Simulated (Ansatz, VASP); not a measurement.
ReC6: VASP beside Ansatz

```
Re C
1.0
    -2.69299    2.69299    2.69299
     2.69299   -2.69299    2.69299
     2.69299    2.69299   -2.69299
Re C
1 6
Direct
  0.00000 0.00000 0.00000
  0.62034 0.62034 0.00000
  0.37966 0.37966 0.00000
  0.00000 0.37966 0.37966
  0.00000 0.62034 0.62034
  0.62034 0.00000 0.62034
  0.37966 0.00000 0.37966
```

Change from the starting cell: species swapped into the MoF6 type (Im-3m, No. 229).

Alike in both runs: task relaxation of cell and atoms; functional PBE; k mesh 10 × 10 × 10; occupations gaussian, width 0.1 eV; no spin polarisation.

|  | VASP | Ansatz |
| --- | --- | --- |
| version | VASP 6.6.1 | Ansatz 0.2.0 |
| potentials or method | VASP PAW PBE potentials, release 64 (Re, C), cutoff 600 eV | scalar-relativistic, plane waves, PAW |
| valence electrons in the cell | 31 | 39 |

VASP gave:

```
gap on the k mesh at the Fermi level, each at its own relaxed structure (eV) : none
relaxed volume (Å³/atom)                                                     : 11.16
relaxed cell length with the largest relative difference (Å)                 : 4.665
```

Question: What did Ansatz give for the same quantities?

Answer: gap on the k mesh at the Fermi level, each at its own relaxed structure (eV): none; relaxed volume (Å³/atom): 11.12; relaxed cell length with the largest relative difference (Å): 4.659.

A gap of «none» marks a metal or a gap that the smearing closes. VASP's potentials hold 31 valence electrons a cell and Ansatz's 39, so a difference there can come from the potentials and not from the codes.

Neither program's run includes spin-orbit coupling.
